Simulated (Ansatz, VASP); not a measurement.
**TiO2 in VASP and in Ansatz**

```
Ti O
1.0
    -2.96541    2.96541    4.20250
     2.96541   -2.96541    4.20250
     2.96541    2.96541   -4.20250
Ti O
2 4
Cartesian
  0.0000 0.0000 0.0000
  0.0000 2.9654 2.1012
  0.0113 1.4827 1.0506
  1.4827 2.9767 3.1519
  -1.4827 2.9541 3.1519
  -0.0113 4.4481 1.0506
```

Alike in both runs: task single point; functional PBE; k mesh 6 × 6 × 6; occupations gaussian, width 0.02 eV; no spin polarisation.

|  | VASP | Ansatz |
| --- | --- | --- |
| version | VASP 6.6.1 | Ansatz 0.2.0 |
| potentials or method | VASP PAW PBE potentials, release 64 (Ti_sv, O), cutoff 520 eV | scalar-relativistic, plane waves, PAW |
| valence electrons in the cell | 48 | 48 |

|  | VASP | Ansatz | Ansatz less VASP |
| --- | --- | --- | --- |
| gap on the k mesh at the Fermi level (eV) | 3.25 | 3.27 | +0.027 |
| pressure (GPa) | 0.4 | 0.0 | -0.33 |

Ansatz's warnings: stress scf threshold loose.
